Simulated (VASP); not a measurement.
A run of VASP 6.6.1 is set up as follows.

POSCAR

```
Ni
1.0
   -1.4276827481      1.4276827481      1.4276827481
    1.4276827481     -1.4276827481      1.4276827481
    1.4276827481      1.4276827481     -1.4276827481
Ni
1
Direct
    0.0000000000      0.0000000000      0.0000000000
```

The input INCAR.step1:

```
PREC = Accurate
ENCUT = 520
ISMEAR = 0
SIGMA = 0.1
LREAL = False
LASPH = True
NELM = 150
ISPIN = 2
MAGMOM = 0.76
LMAXMIX = 4
NBANDS = 15
GGA = PE
ALGO = Normal
EDIFF = 1E-4
LWAVE = True
LCHARG = False
```

File INCAR.step2:

```
PREC = Accurate
ENCUT = 520
EDIFF = 1E-6
ISMEAR = 0
SIGMA = 0.1
LREAL = False
LASPH = True
NELM = 150
ALGO = Normal
ISIF = 2
LWAVE = False
LCHARG = True
ISPIN = 2
MAGMOM = 0.76
LORBIT = 11
LMAXMIX = 4
METAGGA = R2SCAN
LMIXTAU = True
LELF = True
LVHAR = True
NBANDS = 15
ISTART = 1
```

KPOINTS

```
Automatic mesh
0
Gamma
  22 22 22
```

Potentials or basis: VASP PAW PBE potentials, release 64 (Ni).

The run is started by

```console
$ cat potpaw_PBE.64/Ni/POTCAR > POTCAR
$ cp INCAR.step1 INCAR
$ mpirun -np 1 vasp_std > vasp.out
$ cp INCAR.step2 INCAR
$ mpirun -np 1 vasp_std > vasp.out
```

Question: What does it give for the pressure?

Answer: -15.6 GPa.

Question: Predict the site moments.

Answer: Ni +0.69 μB.

Question: What does it give for the net moment?

Answer: 0.66 μB per cell.

Caveat: the cell stands under tension; the PAW data sets were made with another functional, which shifts forces and pressure a little.
